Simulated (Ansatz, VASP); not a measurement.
**PbSe in VASP and in Ansatz**

```
Pb Se
1.0
     0.00000    3.10245    3.10245
     3.10245    0.00000    3.10245
     3.10245    3.10245    0.00000
Pb Se
1 1
Direct
  0.00000 0.00000 0.00000
  0.50000 0.50000 0.50000
```

Change from the starting cell: volume scaled by 1.04.

Alike in both runs: task single point; functional PBE; k mesh 9 × 9 × 9; occupations fermi-dirac, width 0.01 eV; no spin polarisation.

|  | VASP | Ansatz |
| --- | --- | --- |
| version | VASP 6.6.1 | Ansatz 0.2.0 |
| potentials or method | VASP PAW PBE potentials, release 64 (Pb_d, Se), cutoff 520 eV | all-electron LAPW, scalar-relativistic |

```tsv
	VASP	Ansatz	Ansatz less VASP
pressure (GPa)	0.3	0.3	+0.02
```

Ansatz ran all-electron here, and VASP with PAW potentials.

Neither program's run includes spin-orbit coupling.
